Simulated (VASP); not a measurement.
# AlN (P1) in VASP: notebook

The runs below take AlN through single point, with PBE.

Program: VASP 6.6.1. These are calculated values, not measurements. Logs are shortened: lines on timing, memory, paths and dates and some standing lists are left out, and cuts for length are marked.

## (1) The cell of the first run

The typed cell holds 4 atoms: a = 3.115 Å, b = 3.046 Å, c = 4.984 Å, α = 88.92°, β = 87.10°, γ = 117.81°.

## (2) Single point, PBE

The input, INCAR:

```
SYSTEM = AlN
ALGO = Normal ; EDIFF = 1E-6
ENCUT = 520 ; GGA = PE
ISIF = 2 ; ISMEAR = -1
LASPH = .TRUE. ; LCHARG = .FALSE.
LREAL = .FALSE. ; LWAVE = .FALSE.
NBANDS = 16 ; NELM = 100
PREC = Accurate ; SIGMA = 0.02
```

The input, KPOINTS:

```
k-points
0
G
  12 12 4
  0 0 0
```

The input, POSCAR:

```
AlN
1.0
    3.1130000000      0.0778250000      0.0778250000
   -1.4891015000      2.6570275000      0.0284860000
    0.1245250000      0.1245250000      4.9810000000
Al N
2 2
Direct
    0.3333333333      0.6666666667      0.0000000000
    0.6666666667      0.3333333333      0.5000000000
    0.3333333333      0.6666666667      0.3800000000
    0.6666666667      0.3333333333      0.8800000000
```

Potentials or basis: VASP PAW PBE potentials, release 64 (Al, N).

Run with:

```bash
$ cat potpaw_PBE.64/Al/POTCAR potpaw_PBE.64/N/POTCAR > POTCAR
$ mpirun -np 1 vasp_std > vasp.out
```

OUTCAR:

```text
SYSTEM = AlN
   EDIFF = 1E-6
   ENCUT = 520
   GGA = PE
   ISIF = 2
   ISMEAR = -1
   LASPH = .TRUE.
   LREAL = .FALSE.
   NELM = 100
   PREC = Accurate

 ion  position               nearest neighbor table
   1  0.333  0.667  0.000-   4 1.85   4 1.87   3 1.89   4 1.97   2 2.99   2 3.00   2 3.02   2 3.08
                             2 3.15   2 3.19
   2  0.667  0.333  0.500-   3 1.87   3 1.89   4 1.89   3 1.92   1 2.99   1 3.00   1 3.02   1 3.08
                             1 3.15   1 3.19
   3  0.333  0.667  0.380-   2 1.87   2 1.89   1 1.89   2 1.92
   4  0.667  0.333  0.880-   1 1.85   1 1.87   2 1.89   1 1.97

  LATTYP: Found a triclinic cell.
 ALAT       =     3.1824152092
 B/A-ratio  =     2.2552213566
 C/A-ratio  =     0.9571302488
 COS(alpha) =     0.0062923985
 COS(beta)  =     0.5004808453
 COS(gamma) =     0.6274756808

  Lattice vectors:

 A1 = (   1.6238985000,   2.7348525000,   0.1063110000)
 A2 = (   4.6123735000,   2.6881525000,  -4.7968640000)
 A3 = (  -1.4891015000,   2.6570275000,   0.0284860000)

Analysis of symmetry for initial positions (statically):
=====================================================================
 Subroutine PRICEL returns:
 Original cell was already a primitive cell.

 Routine SETGRP: Setting up the symmetry group for a
 triclinic supercell.

 Subroutine GETGRP returns: Found  1 space group operations
 (whereof  1 operations were pure point group operations)
 out of a pool of  2 trial point group operations.

The static configuration has the point symmetry C_1 .

Analysis of symmetry for dynamics (positions and initial velocities):
=====================================================================
 Subroutine PRICEL returns:
 Original cell was already a primitive cell.

 Routine SETGRP: Setting up the symmetry group for a
 triclinic supercell.

 Subroutine GETGRP returns: Found  1 space group operations
 (whereof  1 operations were pure point group operations)
 out of a pool of  2 trial point group operations.

The dynamic configuration has the point symmetry C_1 .

 Subroutine INISYM returns: Found  1 space group operations
 (whereof  1 operations are pure point group operations),
 and found     1 'primitive' translations

----------------------------------------------------------------------------------------

                                     Primitive cell

  volume of cell :      41.7258
[... 93 lines left out ...]
   EDIFF  = 0.1E-05   stopping-criterion for ELM
   LREAL  =      F    real-space projection
   EDIFFG = 0.1E-04   stopping-criterion for IOM
   NSW    =      0    number of steps for IOM
   IBRION =     -1    ionic relax: 0-MD 1-quasi-New 2-CG
   NFREE  =      0    steps in history (QN), initial steepest desc. (CG)
   ISIF   =      2    stress and relaxation
   ISYM   =      2    0-nonsym 1-usesym 2-fastsym
   POTIM  = 0.5000    time-step for ionic-motion
   TEBEG  =    0.0;   TEEND  =   0.0 temperature during run
   PSTRESS=    0.0 pullay stress
   NELECT =      16.0000    total number of electrons
   NUPDOWN=      -1.0000    fix difference up-down
   EMIN   =  10.00;   EMAX   =-10.00  energy-range for DOS
   EFERMI =   0.00;   METHOD = LEGACY
   ISMEAR =    -1;   SIGMA  =   0.02  broadening in eV -4-tet -1-fermi 0-gaus
   EFERMI_NEDOS =   21; number of points for ismear=-14 and -15
   IALGO  =     38    algorithm
   IMIX   =      4    mixing-type and parameters
     AMIX     =   0.40;   BMIX     =  1.00
     AMIX_MAG =   1.60;   BMIX_MAG =  1.00
  volume/ion in A,a.u.               =      10.43        70.39
  Fermi-wavevector in a.u.,A,eV,Ry     =   1.189360  2.247565 19.246494  1.414577
  Thomas-Fermi vector in A             =   2.325469
   LORBIT       =      0    0 simple, 1 ext, 2 COOP (PROOUT), +10 PAW based schemes
   GGA     = PE    functional components
   LHFCALC =     F    Hartree Fock is set to
   AEXX    =    0.0000 exact exchange contribution
   IVDW    =     0    specifies the selected vdW correction
   LEPSILON=     F    determine dielectric tensor
   LRPA    =     F    only Hartree local field effects (RPA)
 non-spin polarized calculation
  energy-cutoff  :      520.00
  volume of cell :       41.73
 maximum number of plane-waves:      1142
   NGX = 11   NGY = 11   NGZ = 19

 number of electron      15.9999998 magnetization

 Free energy of the ion-electron system (eV)
  ---------------------------------------------------
  ext. energy  EPLUGINS =         0.00000000
  ---------------------------------------------------
  free energy    TOTEN  =       -29.63044217 eV

  energy without entropy =      -29.63044217  energy(sigma->0) =      -29.63044217

 E-fermi :   6.6754     XC(G=0): -10.9180

 val. band max:        6.2453718156   @ k =   0.0000   0.0000   0.0000
 cond. band min:      10.2908337827   @ k =   0.0000   0.0000   0.0000
 fundamental gap:      4.0454619672
 Fermi energy:         6.6753669966

 k-point     1 :       0.0000    0.0000    0.0000
  band No.  band energies     occupation
      1      -9.0281      2.00000
      2      -6.8634      2.00000
      3       0.1686      2.00000
      4       5.1706      2.00000
      5       5.4324      2.00000
      6       5.7787      2.00000
[... 433 lines left out ...]
      3       1.1108      2.00000
      4       2.1263      2.00000
      5       2.7299      2.00000
      6       3.4919      2.00000
[... 8 lines left out ...]
     15      18.9810      0.00000
     16      21.0376      0.00000

 [... further k-points ...]

------------------------ aborting loop because EDIFF is reached ----------------------------------------

  FORCE on cell =-STRESS in cart. coord.  units (eV):
  Direction    XX          YY          ZZ          XY          YZ          ZX
  --------------------------------------------------------------------------------------
  -------------------------------------------------------------------------------------
  Total        0.9390600      0.9970199      1.3745278     -2.3107856     -1.6646730     -1.6824484
  in kB       36.0578219     38.2833550     52.7788235    -88.7290459    -63.9197534    -64.6022908
  external PRESSURE =      42.3733334 kB  Pullay stress =       0.0000000 kB

 VOLUME and BASIS-vectors are now :
 -----------------------------------------------------------------------------
  energy-cutoff  :      520.00
  volume of cell :       41.73
      direct lattice vectors                 reciprocal lattice vectors
     3.113000000  0.077825000  0.077825000     0.317096726  0.177845989 -0.012373568
    -1.489101500  2.657027500  0.028486000    -0.009058074  0.371381040 -0.009058074
     0.124525000  0.124525000  4.981000000    -0.004902635 -0.004902635  0.201008031

 POSITION                                       TOTAL-FORCE (eV/Angst)
 -----------------------------------------------------------------------------------
      0.04493      1.79729      0.04493        -0.596670     -0.166678     -0.021668
      1.64123      0.99982      2.55188         0.159996     -0.252955     -0.107939
      0.09225      1.84461      1.93771        -0.225704      0.252488      0.118431
      1.68855      1.04714      4.44466         0.662378      0.167146      0.011176
 -----------------------------------------------------------------------------------
    total drift:                                0.000411      0.000498     -0.000429

  FREE ENERGIE OF THE ION-ELECTRON SYSTEM (eV)
  ---------------------------------------------------
  free  energy   TOTEN  =       -29.6304421666 eV

  energy  without entropy=      -29.6304421666  energy(sigma->0) =      -29.63044217
```

OSZICAR:

```text
N       E                     dE             d eps       ncg     rms          rms(c)
DAV:   1     0.419275199170E+02    0.41928E+02   -0.73213E+03  9344   0.895E+02
DAV:   2    -0.309353273023E+02   -0.72863E+02   -0.66714E+02 13144   0.187E+02
DAV:   3    -0.343952469892E+02   -0.34599E+01   -0.34498E+01 11560   0.424E+01
DAV:   4    -0.344162498342E+02   -0.21003E-01   -0.21002E-01 11880   0.373E+00
DAV:   5    -0.344165261930E+02   -0.27636E-03   -0.27636E-03 11936   0.431E-01    0.122E+01
DAV:   6    -0.296221376685E+02    0.47944E+01   -0.10770E+01 11528   0.237E+01    0.417E+00
DAV:   7    -0.296437639776E+02   -0.21626E-01   -0.68696E-01 10272   0.579E+00    0.296E+00
DAV:   8    -0.296351059105E+02    0.86581E-02   -0.64805E-02 11576   0.230E+00    0.586E-01
DAV:   9    -0.296299219261E+02    0.51840E-02   -0.12899E-02 12760   0.839E-01    0.249E-01
DAV:  10    -0.296305231177E+02   -0.60119E-03   -0.23129E-03 10480   0.307E-01    0.133E-01
DAV:  11    -0.296304380092E+02    0.85109E-04   -0.22366E-04 11448   0.117E-01    0.254E-02
DAV:  12    -0.296304422691E+02   -0.42599E-05   -0.11355E-05 11680   0.270E-02    0.926E-03
DAV:  13    -0.296304421666E+02    0.10252E-06   -0.35555E-06 10656   0.152E-02
   1 F= -.29630442E+02 E0= -.29630442E+02  d E =-.150924E-11
```

stdout:

```text
POSCAR found type information on POSCAR AlN
 POSCAR found :  2 types and       4 ions
 scaLAPACK will be used
 LDA part: xc-table for (Slater+PW92), standard interpolation
 POSCAR, INCAR and KPOINTS ok, starting setup
 FFT: planning ... GRIDC
 FFT: planning ... GRID_SOFT
 FFT: planning ... GRID
 WAVECAR not read
 entering main loop
```

It took 54 s on 1 thread of Intel Xeon 6975P-C (Granite Rapids), shared host; peak memory 0.27 GiB.

What came out:

| Property | Result |
| --- | --- |
| Free energy | -29.6304 eV |
| Pressure | 4.2 GPa |
| Largest force | 0.683 eV/Å |
| Band gap on the k mesh | 4.05 eV |

Forces on the atoms (eV/Å):
```
Al  -0.597 -0.167 -0.022
Al   0.160 -0.253 -0.108
N   -0.226  0.252  0.118
N    0.662  0.167  0.011
```

Caveat: the cell stands under pressure.

## (3) Single point, PBE

The input, INCAR:

```
  PREC = Accurate
  ENCUT = 520
  EDIFF = 1E-6
  ISMEAR = -1
  SIGMA = 0.02
  LREAL = False
  LASPH = True
  NELM = 100
  ALGO = Normal
  ISIF = 2
  LWAVE = False
  LCHARG = False
  GGA = PE
  NBANDS = 16
```

The input, KPOINTS:

```
regular mesh
0
Gamma
  12 12 4
```

The input, POSCAR:

```
AlN
1.0
    3.1130000000      0.0518833333      0.0518833333
   -1.5115676667      2.6699983333      0.0189906667
    0.0830166667      0.0830166667      4.9810000000
Al N
2 2
Direct
    0.3333333333      0.6666666667      0.0000000000
    0.6666666667      0.3333333333      0.5000000000
    0.3333333333      0.6666666667      0.3800000000
    0.6666666667      0.3333333333      0.8800000000
```

Potentials or basis: VASP PAW PBE potentials, release 64 (Al, N).

Run with:

```bash
$ cat potpaw_PBE.64/Al/POTCAR potpaw_PBE.64/N/POTCAR > POTCAR
$ mpirun -np 1 vasp_std > vasp.out
```

Run time: 56 s. Hardware: 1 thread of Intel Xeon 6975P-C (Granite Rapids), shared host; peak memory 0.27 GiB.

It converged, with:

| Quantity | Value |
| --- | --- |
| Free energy | -29.7085 eV |
| Pressure | 3.8 GPa |
| Largest force | 0.491 eV/Å |
| Band gap on the k mesh | 4.14 eV |

Forces in eV/Å, atoms in the order of the input:
```
Al  -0.418 -0.133 -0.081
Al   0.109 -0.172 -0.120
N   -0.156  0.172  0.124
N    0.466  0.133  0.076
```

Stress tensor (GPa, compression positive):
```
 3.23 -5.90 -4.28
-5.90  3.31 -4.26
-4.28 -4.26  4.88
```

Levels at points of the mesh, in eV from the valence-band top:
| k point | band 4 | band 5 | band 6 | band 7 | band 8 | band 9 | band 10 | band 11 | band 12 | band 13 |
| --- | --- | --- | --- | --- | --- | --- | --- | --- | --- | --- |
| (0.00, 0.00, 0.00) | -0.98 | -0.80 | -0.36 | -0.15 | 0.00 | 4.14 | 6.58 | 10.44 | 10.87 | 11.45 |
| (0.50, 0.00, 0.00) | -4.27 | -3.41 | -1.93 | -1.81 | -0.57 | 5.76 | 6.06 | 8.27 | 10.21 | 11.26 |
| (0.00, 0.50, 0.00) | -4.22 | -3.34 | -2.12 | -1.81 | -0.71 | 5.73 | 5.81 | 8.07 | 10.21 | 10.98 |
| (0.50, 0.50, 0.00) | -4.17 | -3.27 | -2.30 | -1.84 | -0.84 | 5.50 | 5.74 | 7.85 | 10.26 | 10.69 |
| (0.00, 0.00, 0.50) | -3.36 | -0.73 | -0.63 | -0.51 | -0.40 | 6.33 | 6.39 | 10.24 | 10.27 | 11.06 |
| (0.50, 0.00, 0.50) | -5.54 | -1.66 | -1.37 | -1.27 | -1.21 | 5.18 | 5.51 | 9.06 | 9.71 | 11.52 |
| (0.00, 0.50, 0.50) | -5.52 | -1.61 | -1.48 | -1.46 | -1.22 | 5.16 | 5.37 | 8.98 | 9.53 | 11.50 |
| (0.50, 0.50, 0.50) | -5.53 | -1.70 | -1.66 | -1.40 | -1.29 | 5.13 | 5.20 | 9.04 | 9.27 | 11.53 |

Caveat: the cell stands under pressure. A k mesh can miss the band edges.
